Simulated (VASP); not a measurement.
# PtPb3S4 in VASP: single point with PBEsol

Aim: the single point of PtPb3S4 with PBEsol.

Program: VASP 6.6.1. These are calculated values, not measurements. Logs are shortened: lines on timing, memory, paths and dates and some standing lists are left out, and cuts for length are marked.

## 1. The cell of the first run

The typed cell holds 8 atoms: a = 7.985 Å, b = 7.985 Å, c = 7.985 Å, α = 128.62°, β = 151.09°, γ = 60.03°.

## 2. Single point, PBEsol

File INCAR:

```
  ALGO = Normal
  EDIFF = 1E-6
  ENCUT = 520
  GGA = PS
  ISIF = 2
  ISMEAR = -1
  LASPH = True
  LCHARG = False
  LREAL = False
  LWAVE = False
  NBANDS = 48
  NELM = 100
  PREC = Accurate
  SIGMA = 0.05
```

File KPOINTS:

```
k-points
0
Gamma
  4 4 4
```

File POSCAR:

```
PtPb3S4
1.0
   -3.4664844570      1.9743667603      6.9169942926
    3.4710500780     -1.9873151177      6.9108362591
    3.4522576316      2.0119835193     -6.9131257334
Pt Pb S
1 3 4
Direct
    0.0094240127      0.0054419164      0.0045765189
    0.7098324412      0.2053156861      0.5051127460
    0.5653981924      0.5054276157      0.0605714642
    0.3102519935      0.8055683946      0.5052836127
    0.8815507079      0.1365017149      0.2391356635
    1.1127408968      0.8743798922      0.7454621326
    0.1127430731      0.3678731914      0.2389529486
   -0.1184538928      0.6430097789     -0.2543542727
```

Potentials or basis: VASP PAW PBE potentials, release 64 (Pt, Pb_d, S).

On the command line:

```bash
> cat potpaw_PBE.64/Pt/POTCAR potpaw_PBE.64/Pb_d/POTCAR potpaw_PBE.64/S/POTCAR > POTCAR
> mpirun -np 1 vasp_std > vasp.out
```

OUTCAR:

```text
EDIFF = 1E-6
   ENCUT = 520
   GGA = PS
   ISIF = 2
   ISMEAR = -1
   LASPH = True
   LREAL = False
   NELM = 100
   PREC = Accurate

 ion  position               nearest neighbor table
   1  0.009  0.005  0.005-   6 2.34   5 2.34   7 2.34   8 2.34   4 3.41   2 3.41   2 3.41   4 3.41

   2  0.710  0.205  0.505-   7 2.84   6 2.84   7 2.91   6 2.91   8 3.10   5 3.10   1 3.41   1 3.41

   3  0.565  0.505  0.061-   6 2.93   7 2.93   5 2.93   8 2.93   5 3.28   8 3.28   6 3.28   7 3.28

   4  0.310  0.806  0.505-   5 2.84   8 2.84   8 2.91   5 2.91   7 3.10   6 3.10   1 3.41   1 3.41

   5  0.882  0.137  0.239-   1 2.34   4 2.84   4 2.91   3 2.93   2 3.10   3 3.28
   6  0.113  0.874  0.745-   1 2.34   2 2.84   2 2.91   3 2.93   4 3.10   3 3.28
   7  0.113  0.368  0.239-   1 2.34   2 2.84   2 2.91   3 2.93   4 3.10   3 3.28
   8  0.882  0.643  0.746-   1 2.34   4 2.84   4 2.91   3 2.93   2 3.10   3 3.28

  LATTYP: Found a base centered monoclinic cell.
 ALAT       =    14.3908536201
 B/A-ratio  =     0.4810939100
 C/A-ratio  =     0.2770077195
 COS(beta)  =    -0.2769761312

  Lattice vectors:

 A1 = (  -3.4522576316,  -2.0119835193,   6.9131257334)
 A2 = (   3.4710500780,  -1.9873151177,   6.9108362591)
 A3 = (  -0.0142268254,   3.9863502796,   0.0038685592)

Analysis of symmetry for initial positions (statically):
=====================================================================
 Subroutine PRICEL returns:
 Original cell was already a primitive cell.

 Routine SETGRP: Setting up the symmetry group for a
 base centered monoclinic supercell.

 Subroutine GETGRP returns: Found  2 space group operations
 (whereof  1 operations were pure point group operations)
 out of a pool of  4 trial point group operations.

The static configuration has the point symmetry C_1 .
 The point group associated with its full space group is C_1h.

Analysis of symmetry for dynamics (positions and initial velocities):
=====================================================================
 Subroutine PRICEL returns:
 Original cell was already a primitive cell.

 Routine SETGRP: Setting up the symmetry group for a
 base centered monoclinic supercell.

 Subroutine GETGRP returns: Found  2 space group operations
 (whereof  1 operations were pure point group operations)
 out of a pool of  4 trial point group operations.

The dynamic configuration has the point symmetry C_1 .
 The point group associated with its full space group is C_1h.

 Subroutine INISYM returns: Found  2 space group operations
 (whereof  1 operations are pure point group operations),
 and found     1 'primitive' translations

----------------------------------------------------------------------------------------

                                     Primitive cell

  volume of cell :     190.8179

  direct lattice vectors                    reciprocal lattice vectors
    -3.466484457  1.974366760  6.916994293    -0.000869569  0.250782516  0.072553044
     3.471050078 -1.987315118  6.910836259     0.144461942  0.000445433  0.072270643
     3.452257632  2.011983519 -6.913125733     0.143544043  0.251368138  0.000187986

  length of vectors
     7.984951386  7.984814827  7.984827352     0.261068134  0.161531721  0.289466524

  position of ions in fractional coordinates (direct lattice)
     0.009424013  0.005441916  0.004576519
     0.709832441  0.205315686  0.505112746
     0.565398192  0.505427616  0.060571464
     0.310251994  0.805568395  0.505283613
     0.881550708  0.136501715  0.239135664
     0.112740897  0.874379892  0.745462133
     0.112743073  0.367873191  0.238952949
     0.881546107  0.643009779  0.745645727

  ion indices of the primitive-cell ions
   primitive index   ion index
                 1           1
                 2           2
                 3           3
                 4           4
                 5           5
                 6           6
                 7           7
                 8           8

----------------------------------------------------------------------------------------

 KPOINTS: k-points

Automatic generation of k-mesh.
 Grid dimensions read from file:
 generate k-points for:    4    4    4

 Generating k-lattice:

  Cartesian coordinates                     Fractional coordinates (reciprocal lattice)
    -0.000217392  0.062695629  0.018138261     0.250000000  0.000000000  0.000000000
     0.036115485  0.000111358  0.018067661     0.000000000  0.250000000 -0.000000000
     0.035886011  0.062842035  0.000046996    -0.000000000  0.000000000  0.250000000

  Length of vectors
     0.065267034  0.040382930  0.072366631

  Shift w.r.t. Gamma in fractional coordinates (k-lattice)
     0.000000000  0.000000000  0.000000000

 Subroutine IBZKPT returns following result:
 ===========================================

 Found     24 irreducible k-points:

 Following reciprocal coordinates:
            Coordinates               Weight
  0.000000  0.000000  0.000000      1.000000
  0.250000  0.000000  0.000000      2.000000
  0.500000  0.000000  0.000000      1.000000
  0.000000  0.250000 -0.000000      4.000000
  0.250000  0.250000  0.000000      4.000000
  0.500000  0.250000  0.000000      4.000000
[... 16 lines left out ...]
  0.250000  0.500000  0.500000      2.000000
  0.500000  0.500000  0.500000      1.000000
   k-points           NKPTS =     24   k-points in BZ     NKDIM =     24   number of bands    NBANDS=     48
   number of dos      NEDOS =    301   number of ions     NIONS =      8
   total plane-waves  NPLWV = 216000
   dimension x,y,z NGX =    60 NGY =   60 NGZ =   60
   dimension x,y,z NGXF=   120 NGYF=  120 NGZF=  120
   ions per type =               1   3   4
   NGX,Y,Z   is equivalent  to a cutoff of  12.49, 12.49, 12.49 a.u.
   NGXF,Y,Z  is equivalent  to a cutoff of  24.98, 24.98, 24.98 a.u.
 SYSTEM =  unknown system
   PREC   = accura    normal or accurate (medium, high low for compatibility)
   ISTART =      0    job   : 0-new  1-cont  2-samecut
   ICHARG =      2    charge: 1-file 2-atom 10-const
   ISPIN  =      1    spin polarized calculation?
   LNONCOLLINEAR =      F non collinear calculations
   LSORBIT =      F    spin-orbit coupling
   LASPH  =      T    aspherical Exc in radial PAW
   ENCUT  =  520.0 eV  38.22 Ry    6.18 a.u.  14.85 14.85 14.85*2*pi/ulx,y,z
   NELM   =    100;   NELMIN=  2; NELMDL= -5     # of ELM steps
   EDIFF  = 0.1E-05   stopping-criterion for ELM
   LREAL  =      F    real-space projection
   EDIFFG = 0.1E-04   stopping-criterion for IOM
   NSW    =      0    number of steps for IOM
   IBRION =     -1    ionic relax: 0-MD 1-quasi-New 2-CG
   NFREE  =      0    steps in history (QN), initial steepest desc. (CG)
   ISIF   =      2    stress and relaxation
   ISYM   =      2    0-nonsym 1-usesym 2-fastsym
   POTIM  = 0.5000    time-step for ionic-motion
   TEBEG  =    0.0;   TEEND  =   0.0 temperature during run
   PSTRESS=    0.0 pullay stress
   NELECT =      76.0000    total number of electrons
   NUPDOWN=      -1.0000    fix difference up-down
   EMIN   =  10.00;   EMAX   =-10.00  energy-range for DOS
   EFERMI =   0.00;   METHOD = LEGACY
   ISMEAR =    -1;   SIGMA  =   0.05  broadening in eV -4-tet -1-fermi 0-gaus
   EFERMI_NEDOS =   21; number of points for ismear=-14 and -15
   IALGO  =     38    algorithm
   IMIX   =      4    mixing-type and parameters
     AMIX     =   0.40;   BMIX     =  1.00
     AMIX_MAG =   1.60;   BMIX_MAG =  1.00
  volume/ion in A,a.u.               =      23.85       160.96
  Fermi-wavevector in a.u.,A,eV,Ry     =   1.204499  2.276172 19.739564  1.450817
  Thomas-Fermi vector in A             =   2.340222
   LORBIT       =      0    0 simple, 1 ext, 2 COOP (PROOUT), +10 PAW based schemes
   GGA     = PS    functional components
   LHFCALC =     F    Hartree Fock is set to
   AEXX    =    0.0000 exact exchange contribution
   IVDW    =     0    specifies the selected vdW correction
   LEPSILON=     F    determine dielectric tensor
   LRPA    =     F    only Hartree local field effects (RPA)
 non-spin polarized calculation
  energy-cutoff  :      520.00
  volume of cell :      190.82
 maximum number of plane-waves:      5179
   NGX = 29   NGY = 29   NGZ = 29

 number of electron      75.9999999 magnetization

 Free energy of the ion-electron system (eV)
  ---------------------------------------------------
  ext. energy  EPLUGINS =         0.00000000
  ---------------------------------------------------
  free energy    TOTEN  =       -39.97554292 eV

  energy without entropy =      -39.97499436  energy(sigma->0) =      -39.97526864

 E-fermi :   6.2850     XC(G=0): -10.1647

 val. band max:        6.0645923752   @ k =  -0.2500  -0.2500   0.2500
 cond. band min:       6.4932804569   @ k =   0.2500  -0.2500   0.2500
 fundamental gap:      0.4286880817
 Fermi energy:         6.2850137605

 k-point     1 :       0.0000    0.0000    0.0000
  band No.  band energies     occupation
      1     -10.8545      2.00000
      2     -10.8310      2.00000
      3     -10.8271      2.00000
      4     -10.8081      2.00000
      5     -10.7960      2.00000
      6     -10.7948      2.00000
[... 40 lines left out ...]
     47      10.3124      0.00000
     48      10.8126      0.00000

 k-point     2 :       0.2500    0.0000    0.0000
  band No.  band energies     occupation
      1     -10.8578      2.00000
      2     -10.8440      2.00000
      3     -10.8329      2.00000
      4     -10.8000      2.00000
      5     -10.7987      2.00000
      6     -10.7968      2.00000
[... 40 lines left out ...]
     47      10.3607      0.00000
     48      10.8057      0.00000

 k-point     3 :       0.5000    0.0000    0.0000
  band No.  band energies     occupation
      1     -10.8696      2.00000
      2     -10.8664      2.00000
      3     -10.8621      2.00000
      4     -10.8535      2.00000
      5     -10.7897      2.00000
      6     -10.7891      2.00000
[... 1060 lines left out ...]
     47      10.5658      0.00000
     48      10.9827      0.00000

 k-point    24 :       0.5000    0.5000    0.5000
  band No.  band energies     occupation
      1     -10.8573      2.00000
      2     -10.8556      2.00000
      3     -10.8258      2.00000
      4     -10.7979      2.00000
      5     -10.7955      2.00000
      6     -10.7936      2.00000
[... 40 lines left out ...]
     47      10.6381      0.00000
     48      10.8181      0.00000

------------------------ aborting loop because EDIFF is reached ----------------------------------------

  FORCE on cell =-STRESS in cart. coord.  units (eV):
  Direction    XX          YY          ZZ          XY          YZ          ZX
  --------------------------------------------------------------------------------------
  -------------------------------------------------------------------------------------
  Total       -0.0984738     -0.0343867     -0.1295602     -0.0002281      0.0001192     -0.0000102
  in kB       -0.8268222     -0.2887231     -1.0878355     -0.0019152      0.0010008     -0.0000857
  external PRESSURE =      -0.7344603 kB  Pullay stress =       0.0000000 kB

 VOLUME and BASIS-vectors are now :
 -----------------------------------------------------------------------------
  energy-cutoff  :      520.00
  volume of cell :      190.82
      direct lattice vectors                 reciprocal lattice vectors
    -3.466484457  1.974366760  6.916994293    -0.000869569  0.250782516  0.072553044
     3.471050078 -1.987315118  6.910836259     0.144461942  0.000445433  0.072270643
     3.452257632  2.011983519 -6.913125733     0.143544043  0.251368138  0.000187986

 POSITION                                       TOTAL-FORCE (eV/Angst)
 -----------------------------------------------------------------------------------
      0.00202      0.01700      0.07116         0.000009     -0.002539      0.000002
     -0.00418      2.00972      2.83690         0.000003     -0.001874     -0.010255
      0.00353      0.23373      6.98505         0.000011     -0.002933      0.000187
      3.46505      0.02826      4.22007         0.000011     -0.002120      0.010017
     -1.75652      1.95037      5.38785        -0.001231      0.002285      0.009298
      5.21773     -0.01522      1.66905         0.001374      0.002449     -0.009273
      1.71101     -0.02771      1.67024        -0.001398      0.002439     -0.009272
      1.75021      1.96286      5.38664         0.001221      0.002294      0.009297
 -----------------------------------------------------------------------------------
    total drift:                               -0.041771      0.000120      0.000187

  FREE ENERGIE OF THE ION-ELECTRON SYSTEM (eV)
  ---------------------------------------------------
  free  energy   TOTEN  =       -39.9755429202 eV

  energy  without entropy=      -39.9749943622  energy(sigma->0) =      -39.97526864
```

It took 15 min on 1 thread of AMD EPYC, shared host; peak memory 0.57 GiB.

What came out:

| Property | Result |
| --- | --- |
| Free energy | -39.9755 eV |
| Pressure | -0.1 GPa |
| Largest force | 0.010 eV/Å |
| Band gap on the k mesh | 0.43 eV (least direct gap 0.96 eV) |

Forces in eV/Å, atoms in the order of the input:
```
Pt   0.000 -0.003  0.000
Pb   0.000 -0.002 -0.010
Pb   0.000 -0.003  0.000
Pb   0.000 -0.002  0.010
S   -0.001  0.002  0.009
S    0.001  0.002 -0.009
S   -0.001  0.002 -0.009
S    0.001  0.002  0.009
```

Caveat: the PAW data sets were made with another functional, which shifts forces and pressure a little; spin-orbit coupling is left out, which moves the levels of the heavy elements.
